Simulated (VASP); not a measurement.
# Al12Cl in VASP: notebook

Al12Cl is run at these levels: PBE; tasks: relaxation of the atoms.

All numbers are computed with VASP 6.6.1; they aren't measurements. Logs are shortened: lines on timing, memory, paths and dates and some standing lists are left out, and cuts for length are marked.

## (1) The cell of the first run

The cell holds a slab with vacuum, 13 atoms: a = 5.714 Å, b = 5.714 Å, c = 20.101 Å, α = 90.00°, β = 90.00°, γ = 120.00°.

## (2) Relaxation of the atoms, PBE

File INCAR:

```
SYSTEM = Al12Cl
PREC = Accurate ; ENCUT = 520
EDIFF = 1E-6 ; ISMEAR = 0
SIGMA = 0.1 ; LREAL = .False.
LASPH = .True. ; NELM = 100
ALGO = Normal ; ISIF = 2
LWAVE = .False. ; LCHARG = .False.
LDIPOL = .True. ; IDIPOL = 3
DIPOL = 0.5 0.5 0.329 ; GGA = PE
IBRION = 2 ; NSW = 36
EDIFFG = -0.025
```

File KPOINTS:

```
regular mesh
0
Gamma
  6 6 1
  0 0 0
```

File POSCAR:

```
Al12Cl
1.0
    5.7135165838      0.0000000000      0.0000000000
   -2.8567582919      4.9480505065      0.0000000000
    0.0000000000      0.0000000000     20.1013781901
Al Cl
12 1
Selective dynamics
Direct
    0.3333333333      0.1666666667      0.1989913310  F F F
    0.3333333333      0.6666666667      0.1989913310  F F F
    0.8333333333      0.1666666667      0.1989913310  F F F
    0.8333333333      0.6666666667      0.1989913310  F F F
    0.1666666667      0.3333333333      0.3134471574  F F F
    0.1666666667      0.8333333333      0.3134471574  F F F
    0.6666666667      0.3333333333      0.3134471574  F F F
    0.6666666667      0.8333333333      0.3134471574  F F F
    0.0000000000      0.0000000000      0.4278999235  F F F
    0.0000000000      0.5000000000      0.4278999235  F F F
    0.5000000000      0.0000000000      0.4278999235  F F F
    0.5000000000      0.5000000000      0.4278999235  F F F
    0.1666666667      0.3333333333      0.5096133065  F F T
```

Potentials or basis: VASP PAW PBE potentials, release 64 (Al, Cl).

Run with:

```bash
$ cat potpaw_PBE.64/Al/POTCAR potpaw_PBE.64/Cl/POTCAR > POTCAR
$ mpirun -np 1 vasp_std > vasp.out
```

OUTCAR:

```text
SYSTEM = Al12Cl
   PREC = Accurate
   ENCUT = 520
   EDIFF = 1E-6
   ISMEAR = 0
   LREAL = .False.
   LASPH = .True.
   NELM = 100
   ISIF = 2
   GGA = PE
   IBRION = 2
   NSW = 36
   EDIFFG = -0.025

 ion  position               nearest neighbor table
   1  0.333  0.167  0.199-   5 2.83   6 2.83   7 2.83   4 2.86   2 2.86   2 2.86   4 2.86   3 2.86
                             3 2.86
   2  0.333  0.667  0.199-   6 2.83   5 2.83   8 2.83   3 2.86   1 2.86   1 2.86   3 2.86   4 2.86
                             4 2.86
   3  0.833  0.167  0.199-   7 2.83   8 2.83   5 2.83   4 2.86   2 2.86   4 2.86   2 2.86   1 2.86
                             1 2.86
   4  0.833  0.667  0.199-   8 2.83   7 2.83   6 2.83   3 2.86   1 2.86   3 2.86   1 2.86   2 2.86
                             2 2.86
   5  0.167  0.333  0.313-   9 2.83  12 2.83  10 2.83   1 2.83   2 2.83   3 2.83   8 2.86   6 2.86
                             6 2.86   8 2.86   7 2.86   7 2.86
   6  0.167  0.833  0.313-  10 2.83  11 2.83   9 2.83   2 2.83   1 2.83   4 2.83   7 2.86   5 2.86
                             5 2.86   7 2.86   8 2.86   8 2.86
   7  0.667  0.333  0.313-  11 2.83  10 2.83  12 2.83   3 2.83   4 2.83   1 2.83   8 2.86   6 2.86
                             8 2.86   6 2.86   5 2.86   5 2.86
   8  0.667  0.833  0.313-  12 2.83   9 2.83  11 2.83   4 2.83   3 2.83   2 2.83   7 2.86   5 2.86
                             7 2.86   5 2.86   6 2.86   6 2.86
   9  0.000  0.000  0.428-  13 2.33   5 2.83   8 2.83   6 2.83  12 2.86  10 2.86  10 2.86  12 2.86
                            11 2.86  11 2.86
  10  0.000  0.500  0.428-  13 2.33   6 2.83   7 2.83   5 2.83  11 2.86   9 2.86   9 2.86  11 2.86
                            12 2.86  12 2.86
  11  0.500  0.000  0.428-   7 2.83   6 2.83   8 2.83  10 2.86  12 2.86  12 2.86  10 2.86   9 2.86
                             9 2.86
  12  0.500  0.500  0.428-  13 2.33   8 2.83   5 2.83   7 2.83  11 2.86   9 2.86  11 2.86   9 2.86
                            10 2.86  10 2.86
  13  0.167  0.333  0.510-   9 2.33  12 2.33  10 2.33

  LATTYP: Found a hexagonal cell.
 ALAT       =     5.7135165838
 C/A-ratio  =     3.5182147274

  Lattice vectors:

 A1 = (   5.7135165838,   0.0000000000,   0.0000000000)
 A2 = (  -2.8567582919,   4.9480505065,   0.0000000000)
 A3 = (   0.0000000000,   0.0000000000,  20.1013781901)

Analysis of symmetry for initial positions (statically):
=====================================================================
 Subroutine PRICEL returns:
 Original cell was already a primitive cell.

 Routine SETGRP: Setting up the symmetry group for a
 hexagonal supercell.

 Subroutine GETGRP returns: Found  6 space group operations
 (whereof  2 operations were pure point group operations)
 out of a pool of 24 trial point group operations.

The static configuration has the point symmetry C_1h.
 The point group associated with its full space group is C_3v.

Analysis of symmetry for dynamics (positions and initial velocities):
=====================================================================
 Subroutine PRICEL returns:
 Original cell was already a primitive cell.

 Routine SETGRP: Setting up the symmetry group for a
 hexagonal supercell.

 Subroutine GETGRP returns: Found  6 space group operations
 (whereof  2 operations were pure point group operations)
 out of a pool of 24 trial point group operations.

The dynamic configuration has the point symmetry C_1h.
 The point group associated with its full space group is C_3v.

Analysis of constrained symmetry for selective dynamics:
=====================================================================
 Subroutine PRICEL returns:
 Original cell was already a primitive cell.

 Routine SETGRP: Setting up the symmetry group for a
 hexagonal supercell.

 Subroutine GETGRP returns: Found  6 space group operations
 (whereof  2 operations were pure point group operations)
 out of a pool of 24 trial point group operations.

The constrained configuration has the point symmetry C_1h.
 The point group associated with its full space group is C_3v.

 Subroutine INISYM returns: Found  6 space group operations
 (whereof  2 operations are pure point group operations),
 and found     1 'primitive' translations

----------------------------------------------------------------------------------------

                                     Primitive cell

  volume of cell :     568.2814

  direct lattice vectors                    reciprocal lattice vectors
     5.713516584  0.000000000  0.000000000     0.175023558  0.101049898  0.000000000
    -2.856758292  4.948050506  0.000000000     0.000000000  0.202099796  0.000000000
     0.000000000  0.000000000 20.101378190     0.000000000  0.000000000  0.049747833

  length of vectors
     5.713516584  5.713516584 20.101378190     0.202099796  0.202099796  0.049747833

  position of ions in fractional coordinates (direct lattice)
     0.333333333  0.166666667  0.198991331
     0.333333333  0.666666667  0.198991331
     0.833333333  0.166666667  0.198991331
     0.833333333  0.666666667  0.198991331
     0.166666667  0.333333333  0.313447157
[... 29 lines left out ...]
Automatic generation of k-mesh.
 Grid dimensions read from file:
 generate k-points for:    6    6    1

 Generating k-lattice:

  Cartesian coordinates                     Fractional coordinates (reciprocal lattice)
     0.029170593  0.016841650  0.000000000     0.166666667 -0.000000000  0.000000000
     0.000000000  0.033683299  0.000000000     0.000000000  0.166666667  0.000000000
     0.000000000  0.000000000  0.049747833     0.000000000  0.000000000  1.000000000

  Length of vectors
     0.033683299  0.033683299  0.049747833

  Shift w.r.t. Gamma in fractional coordinates (k-lattice)
     0.000000000  0.000000000  0.000000000

 Subroutine IBZKPT returns following result:
 ===========================================

 Found      7 irreducible k-points:

 Following reciprocal coordinates:
            Coordinates               Weight
  0.000000  0.000000  0.000000      1.000000
  0.166667  0.000000  0.000000      6.000000
  0.333333  0.000000  0.000000      6.000000
  0.500000  0.000000  0.000000      3.000000
  0.166667  0.166667  0.000000      6.000000
  0.333333  0.166667  0.000000     12.000000
  0.333333  0.333333  0.000000      2.000000
   k-points           NKPTS =      7   k-points in BZ     NKDIM =      7   number of bands    NBANDS=     28
   number of dos      NEDOS =    301   number of ions     NIONS =     13
   total plane-waves  NPLWV = 264600
   dimension x,y,z NGX =    42 NGY =   42 NGZ =  150
   dimension x,y,z NGXF=    84 NGYF=   84 NGZF=  300
   ions per type =              12   1
   NGX,Y,Z   is equivalent  to a cutoff of  12.22, 12.22, 12.41 a.u.
   NGXF,Y,Z  is equivalent  to a cutoff of  24.44, 24.44, 24.81 a.u.
 SYSTEM =  Al12Cl
   PREC   = accura    normal or accurate (medium, high low for compatibility)
   ISTART =      0    job   : 0-new  1-cont  2-samecut
   ICHARG =      2    charge: 1-file 2-atom 10-const
   ISPIN  =      1    spin polarized calculation?
   LNONCOLLINEAR =      F non collinear calculations
   LSORBIT =      F    spin-orbit coupling
   LASPH  =      T    aspherical Exc in radial PAW
   ENCUT  =  520.0 eV  38.22 Ry    6.18 a.u.  10.62 10.62 37.38*2*pi/ulx,y,z
   NELM   =    100;   NELMIN=  2; NELMDL= -5     # of ELM steps
   EDIFF  = 0.1E-05   stopping-criterion for ELM
   LREAL  =      F    real-space projection
   EDIFFG = -.3E-01   stopping-criterion for IOM
   NSW    =     36    number of steps for IOM
   IBRION =      2    ionic relax: 0-MD 1-quasi-New 2-CG
   NFREE  =      1    steps in history (QN), initial steepest desc. (CG)
   ISIF   =      2    stress and relaxation
   ISYM   =      2    0-nonsym 1-usesym 2-fastsym
   POTIM  = 0.5000    time-step for ionic-motion
   TEBEG  =    0.0;   TEEND  =   0.0 temperature during run
   PSTRESS=    0.0 pullay stress
   NELECT =      43.0000    total number of electrons
   NUPDOWN=      -1.0000    fix difference up-down
   EMIN   =  10.00;   EMAX   =-10.00  energy-range for DOS
   EFERMI =   0.00;   METHOD = LEGACY
   ISMEAR =     0;   SIGMA  =   0.10  broadening in eV -4-tet -1-fermi 0-gaus
   EFERMI_NEDOS =   21; number of points for ismear=-14 and -15
   IALGO  =     38    algorithm
   IMIX   =      4    mixing-type and parameters
     AMIX     =   0.40;   BMIX     =  1.00
     AMIX_MAG =   1.60;   BMIX_MAG =  1.00
  volume/ion in A,a.u.               =      43.71       295.00
  Fermi-wavevector in a.u.,A,eV,Ry     =   0.692431  1.308505  6.523459  0.479461
  Thomas-Fermi vector in A             =   1.774362
   LORBIT       =      0    0 simple, 1 ext, 2 COOP (PROOUT), +10 PAW based schemes
   GGA     = PE    functional components
   LHFCALC =     F    Hartree Fock is set to
   AEXX    =    0.0000 exact exchange contribution
   IVDW    =     0    specifies the selected vdW correction
   LEPSILON=     F    determine dielectric tensor
   LRPA    =     F    only Hartree local field effects (RPA)
 conjugate gradient relaxation of ions
 non-spin polarized calculation
 Gauss-broadening in eV      SIGMA  =   0.10
  energy-cutoff  :      520.00
  volume of cell :      568.28
 maximum number of plane-waves:     15351
   NGX = 21   NGY = 21   NGZ = 75

--------------------------------------- Ionic step        1  -------------------------------------------

 number of electron      43.0000000 magnetization

 Free energy of the ion-electron system (eV)
  ---------------------------------------------------
  ext. energy  EPLUGINS =         0.00000000
  ---------------------------------------------------
  free energy    TOTEN  =       -44.95138155 eV

  energy without entropy =      -44.91581924  energy(sigma->0) =      -44.93360040

------------------------ aborting loop because EDIFF is reached ----------------------------------------

  FORCE on cell =-STRESS in cart. coord.  units (eV):
  Direction    XX          YY          ZZ          XY          YZ          ZX
  --------------------------------------------------------------------------------------
  -------------------------------------------------------------------------------------
  Total       -0.1163242     -0.1163242      4.8918523      0.0000000      0.0000000      0.0000000
  in kB       -0.3279573     -0.3279573     13.7917847      0.0000000      0.0000000      0.0000000
  external PRESSURE =       4.3786234 kB  Pullay stress =       0.0000000 kB
[... 75 lines left out ...]
  FREE ENERGIE OF THE ION-ELECTRON SYSTEM (eV)
  ---------------------------------------------------
  free  energy   TOTEN  =       -45.2941021637 eV

  energy  without entropy=      -45.2564910325  energy(sigma->0) =      -45.27529660

 dipolmoment           0.000000      0.000000     -0.010743 electrons x Angstroem

--------------------------------------- Ionic step        3  -------------------------------------------

 number of electron      43.0000000 magnetization

------------------------ aborting loop because EDIFF is reached ----------------------------------------
[... 89 lines left out ...]
--------------------------------------- Ionic step        5  -------------------------------------------

 number of electron      43.0000002 magnetization

 dipolmoment           0.000000      0.000000      0.134355 electrons x Angstroem

 Free energy of the ion-electron system (eV)
  ---------------------------------------------------
  ext. energy  EPLUGINS =         0.00000000
  ---------------------------------------------------
  free energy    TOTEN  =       -45.55432301 eV

  energy without entropy =      -45.51902351  energy(sigma->0) =      -45.53667326

 E-fermi :   0.3535     XC(G=0):  -4.7574

 val. band max:        0.3438392592   @ k =   0.3333   0.1667   0.0000
 cond. band min:       0.3936235785   @ k =   0.1667   0.1667   0.0000
 fundamental gap:      0.0497843192
 Fermi energy:         0.3535041214

 k-point     1 :       0.0000    0.0000    0.0000
  band No.  band energies     occupation
      1     -15.5306      2.00000
      2     -10.2848      2.00000
      3      -8.5955      2.00000
      4      -6.0636      2.00000
      5      -4.7593      2.00000
      6      -4.6242      2.00000
[... 206 lines left out ...]
     27       2.6871      0.00000
     28       2.8725      0.00000

------------------------ aborting loop because EDIFF is reached ----------------------------------------

 vacuum level on the upper side and lower side of the slab       (xc-potential included)         0.411        -0.426

  FORCE on cell =-STRESS in cart. coord.  units (eV):
  Direction    XX          YY          ZZ          XY          YZ          ZX
  --------------------------------------------------------------------------------------
  -------------------------------------------------------------------------------------
  Total       -3.0640160     -3.0640160      1.0516398      0.0000000      0.0000000      0.0000000
  in kB       -8.6384964     -8.6384964      2.9649279      0.0000000      0.0000000      0.0000000
  external PRESSURE =      -4.7706883 kB  Pullay stress =       0.0000000 kB
[... 28 lines left out ...]
  FREE ENERGIE OF THE ION-ELECTRON SYSTEM (eV)
  ---------------------------------------------------
  free  energy   TOTEN  =       -45.5543230134 eV

  energy  without entropy=      -45.5190235054  energy(sigma->0) =      -45.53667326

 reached required accuracy - stopping structural energy minimisation

 vacuum level on the upper side and lower side of the slab         5.138         4.292
```

Run time: 12 min. Hardware: 1 thread of Intel Xeon Platinum 8559C (Emerald Rapids), shared host; peak memory 0.66 GiB.

What came out:

```
Free energy               : -45.5543 eV
Energy gained by relaxing : 46.4 meV/atom
Ionic steps               : 5
Band gap on the k mesh    : zero (an odd number of electrons rules out a gap without spin polarisation)
```

Step by step:
| step | energy change (eV) | largest force on free atoms (eV/Å) | pressure (GPa) |
| --- | --- | --- | --- |
| 1 | 0.0000 | 2.9886 | 0.44 |
| 2 | -0.3427 | 1.8118 | 0.09 |
| 3 | -0.5862 | 0.3746 | -0.61 |
| 4 | -0.6021 | 0.0874 | -0.51 |
| 5 | -0.6029 | 0.0021 | -0.48 |

Final structure:
```yaml
crystal:
  lattice:
    - [5.71352, 0.00000, 0.00000]
    - [-2.85676, 4.94805, 0.00000]
    - [0.00000, 0.00000, 20.10138]
  atoms:
    - { symbol: Al, position: [0.33333, 0.16667, 0.19899] }
    - { symbol: Al, position: [0.33333, 0.66667, 0.19899] }
    - { symbol: Al, position: [0.83333, 0.16667, 0.19899] }
    - { symbol: Al, position: [0.83333, 0.66667, 0.19899] }
    - { symbol: Al, position: [0.16667, 0.33333, 0.31345] }
    - { symbol: Al, position: [0.16667, 0.83333, 0.31345] }
    - { symbol: Al, position: [0.66667, 0.33333, 0.31345] }
    - { symbol: Al, position: [0.66667, 0.83333, 0.31345] }
    - { symbol: Al, position: [0.00000, 0.00000, 0.42790] }
    - { symbol: Al, position: [0.00000, 0.50000, 0.42790] }
    - { symbol: Al, position: [0.50000, 0.00000, 0.42790] }
    - { symbol: Al, position: [0.50000, 0.50000, 0.42790] }
    - { symbol: Cl, position: [0.16667, 0.33333, 0.53223] }
```

(Part 1 of 2 ends here.)

The gap in the log of VASP goes by the Fermi energy; the results here count the filled bands.